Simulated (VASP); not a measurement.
# AlNi (Cmmm) in VASP: notebook

The runs below take AlNi through single point, with PBEsol.

All numbers are computed with VASP 6.6.1; they aren't measurements. Logs are shortened: lines on timing, memory, paths and dates and some standing lists are left out, and cuts for length are marked.

**1. The cell of the first run**

Symmetry: Cmmm, No. 65, orthorhombic system. The conventional cell has a = 3.877 Å, b = 3.906 Å, c = 3.099 Å, α = 90.00°, β = 90.00°, γ = 90.00°. Al (site symmetry mmm) has 8 Ni at 2.48 to 2.49 Å and 6 Al at 2.75 to 3.10 Å within 3.3 Å. Within 3.3 Å of Ni (site symmetry mmm) lie 8 Al at 2.48 to 2.49 Å and 6 Ni at 2.75 to 3.10 Å.

**2. Single point, PBEsol**

Input file INCAR:

```
PREC = Accurate
ENCUT = 520
EDIFF = 1E-7
ISMEAR = 0
SIGMA = 0.1
LREAL = F
LASPH = T
NELM = 80
ALGO = Fast
ISIF = 2
LWAVE = F
LCHARG = F
GGA = PS
NBANDS = 14
```

Input file KPOINTS:

```
Automatic mesh
0
Gamma
  16 16 14
```

Input file POSCAR:

```
AlNi
1.0
    1.9386940000     -1.9531901500      0.0000000000
    1.9386940000      1.9531901500      0.0000000000
    0.0000000000      0.0000000000      3.0994300413
Al Ni
1 1
Direct
    0.0000000000      0.0000000000      0.0000000000
    0.5000000000      0.5000000000      0.5000000000
```

Potentials or basis: VASP PAW PBE potentials, release 64 (Al, Ni).

Started as:

```sh
$ cat potpaw_PBE.64/Al/POTCAR potpaw_PBE.64/Ni/POTCAR > POTCAR
$ mpirun -np 1 vasp_std > vasp.out
```

OUTCAR:

```text
PREC = Accurate
   ENCUT = 520
   EDIFF = 1E-7
   ISMEAR = 0
   LREAL = F
   LASPH = T
   NELM = 80
   ISIF = 2
   GGA = PS

 ion  position               nearest neighbor table
   1  0.000  0.000  0.000-   2 2.48   2 2.48   2 2.48   2 2.48   2 2.49   2 2.49   2 2.49   2 2.49

   2  0.500  0.500  0.500-   1 2.48   1 2.48   1 2.48   1 2.48   1 2.49   1 2.49   1 2.49   1 2.49

  LATTYP: Found a base centered orthorhombic cell.
 ALAT       =     3.8773880000
 B/A-ratio  =     1.0074772759
 C/A-ratio  =     0.7993603017

  Lattice vectors:

 A1 = (   1.9386940000,  -1.9531901500,   0.0000000000)
 A2 = (   1.9386940000,   1.9531901500,   0.0000000000)
 A3 = (   0.0000000000,   0.0000000000,   3.0994300413)

Analysis of symmetry for initial positions (statically):
=====================================================================
 Subroutine PRICEL returns:
 Original cell was already a primitive cell.

 Routine SETGRP: Setting up the symmetry group for a
 base centered orthorhombic supercell.

 Subroutine GETGRP returns: Found  8 space group operations
 (whereof  8 operations were pure point group operations)
 out of a pool of  8 trial point group operations.

The static configuration has the point symmetry D_2h.

Analysis of symmetry for dynamics (positions and initial velocities):
=====================================================================
 Subroutine PRICEL returns:
 Original cell was already a primitive cell.

 Routine SETGRP: Setting up the symmetry group for a
 base centered orthorhombic supercell.

 Subroutine GETGRP returns: Found  8 space group operations
 (whereof  8 operations were pure point group operations)
 out of a pool of  8 trial point group operations.

The dynamic configuration has the point symmetry D_2h.

 Subroutine INISYM returns: Found  8 space group operations
 (whereof  8 operations are pure point group operations),
 and found     1 'primitive' translations

----------------------------------------------------------------------------------------

                                     Primitive cell

  volume of cell :      23.4728

  direct lattice vectors                    reciprocal lattice vectors
     1.938694000 -1.953190150  0.000000000     0.257905580 -0.255991461  0.000000000
     1.938694000  1.953190150  0.000000000     0.257905580  0.255991461  0.000000000
     0.000000000  0.000000000  3.099430041     0.000000000  0.000000000  0.322639965

  length of vectors
     2.751996764  2.751996764  3.099430041     0.363382603  0.363382603  0.322639965

  position of ions in fractional coordinates (direct lattice)
[... 92 lines left out ...]
   EMIN   =  10.00;   EMAX   =-10.00  energy-range for DOS
   EFERMI =   0.00;   METHOD = LEGACY
   ISMEAR =     0;   SIGMA  =   0.10  broadening in eV -4-tet -1-fermi 0-gaus
   EFERMI_NEDOS =   21; number of points for ismear=-14 and -15
   IALGO  =     68    algorithm
   IMIX   =      4    mixing-type and parameters
     AMIX     =   0.40;   BMIX     =  1.00
     AMIX_MAG =   1.60;   BMIX_MAG =  1.00
  volume/ion in A,a.u.               =      11.74        79.20
  Fermi-wavevector in a.u.,A,eV,Ry     =   1.344417  2.540580 24.591955  1.807458
  Thomas-Fermi vector in A             =   2.472413
   LORBIT       =      0    0 simple, 1 ext, 2 COOP (PROOUT), +10 PAW based schemes
   GGA     = PS    functional components
   LHFCALC =     F    Hartree Fock is set to
   AEXX    =    0.0000 exact exchange contribution
   IVDW    =     0    specifies the selected vdW correction
   LEPSILON=     F    determine dielectric tensor
   LRPA    =     F    only Hartree local field effects (RPA)
 non-spin polarized calculation
 RMM-DIIS sequential band-by-band and
 Gauss-broadening in eV      SIGMA  =   0.10
  energy-cutoff  :      520.00
  volume of cell :       23.47
 maximum number of plane-waves:       646
   NGX = 11   NGY = 11   NGZ = 11

 number of electron      13.0000022 magnetization

 Free energy of the ion-electron system (eV)
  ---------------------------------------------------
  ext. energy  EPLUGINS =         0.00000000
  ---------------------------------------------------
  free energy    TOTEN  =       -11.54354602 eV

  energy without entropy =      -11.53860113  energy(sigma->0) =      -11.54107358

 E-fermi :  10.1541     XC(G=0): -12.2569

 val. band max:       10.1483241288   @ k =   0.3750   0.1250   0.0000
 cond. band min:      10.1548652706   @ k =   0.2500   0.0000   0.2857
 fundamental gap:      0.0065411417
 Fermi energy:        10.1540674810

 k-point     1 :       0.0000    0.0000    0.0000
  band No.  band energies     occupation
      1      -1.1364      2.00000
      2       6.7115      2.00000
      3       6.8541      2.00000
      4       8.4772      2.00000
      5       8.4971      2.00000
      6       8.7908      2.00000
      7      13.0815      0.00000
      8      17.1844      0.00000
      9      17.2282      0.00000
     10      17.3233      0.00000
     11      18.8092      0.00000
     12      24.7652      0.00000
     13      30.5548      0.00000
     14      30.5641      0.00000
[... 377 lines left out ...]
      1      -0.9803      2.00000
      2       6.7536      2.00000
      3       6.8725      2.00000
      4       8.4220      2.00000
      5       8.4475      2.00000
      6       8.7253      2.00000
      7      13.3243      0.00000
      8      15.9155      0.00000
      9      16.4436      0.00000
     10      17.7560      0.00000
     11      20.3282      0.00000
     12      25.4399      0.00000
     13      29.3235      0.00000
     14      29.5893      0.00000

 [... further k-points ...]

------------------------ aborting loop because EDIFF is reached ----------------------------------------

  FORCE on cell =-STRESS in cart. coord.  units (eV):
  Direction    XX          YY          ZZ          XY          YZ          ZX
  --------------------------------------------------------------------------------------
  -------------------------------------------------------------------------------------
  Total        0.5170535      0.2912474     -0.6023060     -0.0000000      0.0000000      0.0000000
  in kB       35.2923380     19.8795686    -41.1113879     -0.0000000      0.0000000      0.0000000
  external PRESSURE =       4.6868396 kB  Pullay stress =       0.0000000 kB

 VOLUME and BASIS-vectors are now :
 -----------------------------------------------------------------------------
  energy-cutoff  :      520.00
  volume of cell :       23.47
      direct lattice vectors                 reciprocal lattice vectors
     1.938694000 -1.953190150  0.000000000     0.257905580 -0.255991461  0.000000000
     1.938694000  1.953190150  0.000000000     0.257905580  0.255991461  0.000000000
     0.000000000  0.000000000  3.099430041     0.000000000  0.000000000  0.322639965

 POSITION                                       TOTAL-FORCE (eV/Angst)
 -----------------------------------------------------------------------------------
      0.00000      0.00000      0.00000         0.000000     -0.000000      0.000000
      1.93869      0.00000      1.54972        -0.000000      0.000000      0.000000
 -----------------------------------------------------------------------------------
    total drift:                                0.000000      0.000000      0.000000

  FREE ENERGIE OF THE ION-ELECTRON SYSTEM (eV)
  ---------------------------------------------------
  free  energy   TOTEN  =       -11.5435460209 eV

  energy  without entropy=      -11.5386011332  energy(sigma->0) =      -11.54107358
```

OSZICAR:

```text
N       E                     dE             d eps       ncg     rms          rms(c)
DAV:   1     0.393129748580E+02    0.39313E+02   -0.54144E+03 16654   0.978E+02
DAV:   2    -0.114895313260E+02   -0.50803E+02   -0.45771E+02 17456   0.180E+02
DAV:   3    -0.132332236075E+02   -0.17437E+01   -0.17287E+01 20752   0.368E+01
DAV:   4    -0.132561401883E+02   -0.22917E-01   -0.22911E-01 19154   0.386E+00
DAV:   5    -0.132568116861E+02   -0.67150E-03   -0.67148E-03 21010   0.720E-01    0.132E+01
RMM:   6    -0.156182525610E+02   -0.23614E+01   -0.16730E+01 20010   0.512E+01    0.183E+01
RMM:   7    -0.115689125959E+02    0.40493E+01   -0.45777E+00 18334   0.260E+01    0.119E+00
RMM:   8    -0.115556834797E+02    0.13229E-01   -0.11625E-01 17435   0.345E+00    0.800E-01
RMM:   9    -0.115476908244E+02    0.79927E-02   -0.32706E-02 18437   0.113E+00    0.584E-01
RMM:  10    -0.115436229351E+02    0.40679E-02   -0.88328E-03 19921   0.118E+00    0.169E-01
RMM:  11    -0.115437023036E+02   -0.79369E-04   -0.10488E-03 22118   0.385E-01    0.131E-01
RMM:  12    -0.115435353422E+02    0.16696E-03   -0.35655E-04 22187   0.206E-01    0.333E-02
RMM:  13    -0.115435448096E+02   -0.94673E-05   -0.93937E-05 22540   0.663E-02    0.860E-03
RMM:  14    -0.115435457492E+02   -0.93963E-06   -0.16471E-05 23548   0.293E-02    0.101E-02
RMM:  15    -0.115435462106E+02   -0.46143E-06   -0.30674E-06 23032   0.115E-02    0.173E-02
RMM:  16    -0.115435460387E+02    0.17191E-06   -0.41082E-07 16836   0.516E-03    0.576E-03
RMM:  17    -0.115435460209E+02    0.17831E-07   -0.95864E-08 10944   0.310E-03
   1 F= -.11543546E+02 E0= -.11541074E+02  d E =-.494489E-02
```

Wall time 66 s (1 thread of Intel Xeon 6975P-C (Granite Rapids), shared host); peak memory 0.29 GiB.

What came out:

```yaml
Free_energy: -11.5435 eV
Pressure: 0.5 GPa
Band_gap_on_the_k_mesh: zero (an odd number of electrons rules out a gap without spin polarisation)
```

Stress tensor (GPa, compression positive):
```
 3.53  0.00  0.00
 0.00  1.99  0.00
 0.00  0.00 -4.11
```

Caveat: the stress differs along the axes, from -4 to 4 GPa; the PAW data sets were made with another functional, which shifts forces and pressure a little.

**3. Single point, PBEsol**

INCAR, as its differences from that of step 2:

```diff
@@ -4,3 +4,3 @@
 ISMEAR = 0
-SIGMA = 0.1
+SIGMA = 0.02
 LREAL = F
```

Input file KPOINTS:

```
regular mesh
0
Gamma
  16 16 14
```

POSCAR is that of step 2.

Potentials or basis: VASP PAW PBE potentials, release 64 (Al, Ni).

Started as:

```sh
$ cat potpaw_PBE.64/Al/POTCAR potpaw_PBE.64/Ni/POTCAR > POTCAR
$ mpirun -np 1 vasp_std > vasp.out
```

Run time: 67 s. Hardware: 1 thread of Intel Xeon 6975P-C (Granite Rapids), shared host; peak memory 0.29 GiB.

Results (log left out):

- Free energy: -11.5412 eV
- Pressure: 0.5 GPa
- Band gap on the k mesh: zero (an odd number of electrons rules out a gap without spin polarisation)

Stress tensor (GPa, compression positive):
```
 3.61  0.00  0.00
 0.00  2.09  0.00
 0.00  0.00 -4.30
```

Levels at points of the mesh, in eV from the Fermi level:
```tsv
k point	band 4	band 5	band 6	band 7	band 8	band 9	band 10	band 11
(0.00, 0.00, 0.00)	-1.69	-1.67	-1.37	2.92	7.02	7.06	7.16	8.65
(0.50, 0.00, 0.00)	-2.78	-2.09	-1.55	-0.38	7.76	7.92	9.37	11.60
(0.50, 0.50, 0.00)	-2.47	-2.45	-2.33	-0.87	2.19	3.29	10.78	13.50
(0.00, 0.00, 0.50)	-2.12	-2.10	-1.33	-1.27	8.40	11.16	11.20	11.50
(0.50, 0.00, 0.50)	-2.88	-2.02	-1.93	-1.25	1.28	2.18	13.60	15.56
(0.50, 0.50, 0.50)	-1.21	-0.86	1.82	2.05	2.17	3.95	4.06	4.15
```

Caveat: the stress differs along the axes, from -4 to 4 GPa; the PAW data sets were made with another functional, which shifts forces and pressure a little.

**4. Single point, PBEsol**

Input file INCAR:

```
PREC = Accurate
ENCUT = 520
EDIFF = 1E-6
ISMEAR = 0
SIGMA = 0.05
LREAL = False
LASPH = True
NELM = 60
ALGO = Fast
ISIF = 2
LWAVE = False
LCHARG = False
GGA = PS
NBANDS = 14
```

Input file KPOINTS:

```
Automatic mesh
0
Gamma
  16 16 14
```

POSCAR is that of step 3.

Started as:

```sh
$ cat potpaw_PBE.64/Al/POTCAR potpaw_PBE.64/Ni/POTCAR > POTCAR
$ mpirun -np 1 vasp_std > vasp.out
```

Run time: 59 s. Hardware: 1 thread of Intel Xeon 6975P-C (Granite Rapids), shared host; peak memory 0.29 GiB.

It converged, with:

```
Free energy            : -11.5417 eV
Pressure               : 0.4 GPa
Band gap on the k mesh : zero (an odd number of electrons rules out a gap without spin polarisation)
```

Stress tensor (GPa, compression positive):
```
 3.49  0.00  0.00
 0.00  1.95  0.00
 0.00  0.00 -4.36
```

Levels at points of the mesh, in eV from the Fermi level:
```tsv
k point	band 5	band 6	band 7	band 8	band 9	band 10
(0.00, 0.00, 0.00)	-1.66	-1.37	2.92	7.02	7.07	7.16
(0.50, 0.00, 0.00)	-2.09	-1.55	-0.38	7.76	7.92	9.38
(0.50, 0.50, 0.00)	-2.45	-2.32	-0.87	2.20	3.29	10.79
(0.00, 0.00, 0.50)	-2.09	-1.33	-1.27	8.40	11.17	11.21
(0.50, 0.00, 0.50)	-2.01	-1.93	-1.24	1.28	2.19	13.60
(0.50, 0.50, 0.50)	-0.86	1.82	2.06	2.17	3.95	4.06
```

Caveat: the stress differs along the axes, from -4 to 3 GPa; the PAW data sets were made with another functional, which shifts forces and pressure a little. Spin polarisation is off, so any magnetic state and its effect on volume and gap are missing.

**5. Single point, PBEsol**

Input file INCAR:

```
PREC = Accurate
ENCUT = 520
EDIFF = 1E-6
ISMEAR = -1
SIGMA = 0.1
LREAL = False
LASPH = True
NELM = 100
ALGO = Fast
ISIF = 2
LWAVE = False
LCHARG = False
GGA = PS
NBANDS = 14
```

Input file KPOINTS:

```
regular mesh
0
Gamma
  16 16 14
```

POSCAR is that of step 4.

Started as:

```sh
$ cat potpaw_PBE.64/Al/POTCAR potpaw_PBE.64/Ni/POTCAR > POTCAR
$ mpirun -np 1 vasp_std > vasp.out
```

It took 61 s on 1 thread of Intel Xeon 6975P-C (Granite Rapids), shared host; peak memory 0.29 GiB.

Results (log left out):

```
Free energy            : -11.5567 eV
Pressure               : 0.6 GPa
Band gap on the k mesh : zero (an odd number of electrons rules out a gap without spin polarisation)
```

Stress tensor (GPa, compression positive):
```
 3.57  0.00  0.00
 0.00  2.00  0.00
 0.00  0.00 -3.84
```

Levels at points of the mesh, in eV from the Fermi level:
| k point | band 4 | band 5 | band 6 | band 7 | band 8 | band 9 | band 10 | band 11 |
| --- | --- | --- | --- | --- | --- | --- | --- | --- |
| (0.00, 0.00, 0.00) | -1.68 | -1.66 | -1.37 | 2.92 | 7.03 | 7.07 | 7.16 | 8.65 |
| (0.50, 0.00, 0.00) | -2.78 | -2.09 | -1.55 | -0.38 | 7.76 | 7.93 | 9.38 | 11.61 |
| (0.50, 0.50, 0.00) | -2.47 | -2.44 | -2.32 | -0.87 | 2.20 | 3.29 | 10.79 | 13.50 |
| (0.00, 0.00, 0.50) | -2.12 | -2.10 | -1.33 | -1.27 | 8.41 | 11.17 | 11.21 | 11.51 |
| (0.50, 0.00, 0.50) | -2.88 | -2.02 | -1.93 | -1.25 | 1.28 | 2.19 | 13.61 | 15.57 |
| (0.50, 0.50, 0.50) | -1.21 | -0.86 | 1.82 | 2.06 | 2.17 | 3.96 | 4.06 | 4.15 |

Caveat: the stress differs along the axes, from -4 to 4 GPa; the PAW data sets were made with another functional, which shifts forces and pressure a little.

**6. Single point, PBEsol**

Input file INCAR:

```
SYSTEM = AlNi
  PREC = Accurate
  ENCUT = 520
  EDIFF = 1E-6
  ISMEAR = -1
  SIGMA = 0.3
  LREAL = .False.
  LASPH = .True.
  NELM = 60
  ALGO = Fast
  ISIF = 2
  LWAVE = .False.
  LCHARG = .False.
  GGA = PS
  NBANDS = 14
```

Input file KPOINTS:

```
regular mesh
0
Gamma
  16 16 14
  0 0 0
```

POSCAR is that of step 5.

Potentials or basis: VASP PAW PBE potentials, release 64 (Al, Ni).

Started as:

```sh
$ cat potpaw_PBE.64/Al/POTCAR potpaw_PBE.64/Ni/POTCAR > POTCAR
$ mpirun -np 1 vasp_std > vasp.out
```

It took 59 s on 1 thread of Intel Xeon 6975P-C (Granite Rapids), shared host; peak memory 0.29 GiB.

Results (log left out):

| Item | Value |
| --- | --- |
| Free energy | -11.6692 eV |
| Pressure | 1.4 GPa |
| Band gap on the k mesh | zero (an odd number of electrons rules out a gap without spin polarisation) |

Stress tensor (GPa, compression positive):
```
 4.26  0.00  0.00
 0.00  2.64  0.00
 0.00  0.00 -2.70
```

Levels at points of the mesh, in eV from the Fermi level:
```
           k point  band 5  band 6  band 7  band 8  band 9  band 10
(0.00, 0.00, 0.00)   -1.77   -1.48    2.86    6.97    7.01     7.09
(0.50, 0.00, 0.00)   -2.20   -1.66   -0.49    7.70    7.87     9.31
(0.50, 0.50, 0.00)   -2.50   -2.38   -0.98    2.11    3.21    10.74
(0.00, 0.00, 0.50)   -2.20   -1.44   -1.37    8.36   11.10    11.14
(0.50, 0.00, 0.50)   -2.12   -2.03   -1.35    1.19    2.10    13.56
(0.50, 0.50, 0.50)   -0.97    1.76    1.99    2.11    3.91     3.99
```

Caveat: the stress differs along the axes, from -3 to 4 GPa; so wide a smearing shifts energies and pressures; the PAW data sets were made with another functional, which shifts forces and pressure a little. Spin polarisation is off, so any magnetic state and its effect on volume and gap are missing.

**7. Overview**

```tsv
smearing	further INCAR settings	gap on the mesh (eV)	pressure (GPa)
gaussian 0.1 eV	ALGO = Fast; EDIFF = 1e-07; NBANDS = 14	none	0.5
gaussian 0.02 eV	ALGO = Fast; EDIFF = 1e-07; NBANDS = 14	none	0.5
gaussian 0.05 eV	ALGO = Fast; EDIFF = 1e-06; NBANDS = 14	none	0.4
fermi-dirac 0.1 eV	ALGO = Fast; EDIFF = 1e-06; NBANDS = 14	none	0.6
fermi-dirac 0.3 eV	ALGO = Fast; EDIFF = 1e-06; NBANDS = 14	none	1.4
```

Alike in all rows: task single point; level PBEsol; potentials or basis VASP PAW PBE potentials, release 64 (Al, Ni); no spin polarisation; cell as given; k mesh 16 × 16 × 14; cutoff (eV) 520.

Caveats: the PAW data sets were made with another functional, which shifts forces and pressure a little; the stress differs along the axes, from -4 to 4 GPa (at least some runs); the stress differs along the axes, from -4 to 3 GPa (at least some runs); the stress differs along the axes, from -3 to 4 GPa (at least some runs); so wide a smearing shifts energies and pressures (at least some runs).

Absolute energies hang on the potentials; compare differences alone.
